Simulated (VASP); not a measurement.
The system is TaN.

```
Ta N
1.0
     2.93800    0.00000    0.00000
    -1.46900    2.54438    0.00000
     0.00000    0.00000    2.88300
Ta N
1 1
Direct
  0.33333 0.66667 0.50000
  0.00000 0.00000 0.00000
```

Program: VASP 6.6.1. Alike in all runs: task single point; no spin polarisation; cell as given; k mesh 13 × 13 × 12; cutoff (eV) 520; smearing gaussian 0.1 eV.

Problem. Order these runs on this cell by their pressure, lowest first.
A. level LDA; potentials or basis VASP PAW LDA potentials, release 64 (Ta_pv, N)
B. level BLYP; potentials or basis VASP PAW PBE potentials, release 64 (Ta_pv, N)
C. level PBEsol; potentials or basis VASP PAW PBE potentials, release 64 (Ta_pv, N)

Solution. A (-9.8 GPa), C (-4.1 GPa), B (18.0 GPa).

Caveats: the PAW data sets were made with another functional, which shifts forces and pressure a little (at least some runs); the cell stands under tension (at least some runs); the cell stands under pressure (at least some runs).
